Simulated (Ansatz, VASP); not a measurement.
# Two plane-wave programs on AlN

```
Al N
1.0
     3.11100    0.00000    0.00000
    -1.55550    2.69421    0.00000
     0.00000    0.00000    4.97800
Al N
2 2
Direct
  0.33333 0.66667 0.00000
  0.66667 0.33333 0.50000
  0.26261 0.63130 0.39720
  0.66667 0.33333 0.88500
```

Alike in both runs: task single point; functional PBE; k mesh 12 × 12 × 6; occupations gaussian, width 0.05 eV; no spin polarisation.

|  | VASP | Ansatz |
| --- | --- | --- |
| version | VASP 6.6.1 | Ansatz 0.2.0 |
| potentials or method | VASP PAW PBE potentials, release 64 (Al, N), cutoff 520 eV | scalar-relativistic, plane waves, PAW |
| valence electrons in the cell | 16 | 16 |

VASP gave:

| Quantity | Value |
| --- | --- |
| gap on the k mesh at the Fermi level (eV) | 3.97 |
| least direct gap on the mesh (eV) | 3.97 |
| pressure (GPa) | 7.5 |
| traceless stress, the component that is largest in VASP (GPa) | 10.19 |
| rms of the force components (eV/Å) | 2.030 |

Task: Which values does Ansatz return?

Result: gap on the k mesh at the Fermi level (eV): 3.96; least direct gap on the mesh (eV): 3.96; pressure (GPa): 7.7; traceless stress, the component that is largest in VASP (GPa): 10.09; rms of the force components (eV/Å): 2.016.

Atom by atom the forces differ by 0.014 eV/Å (rms over components).
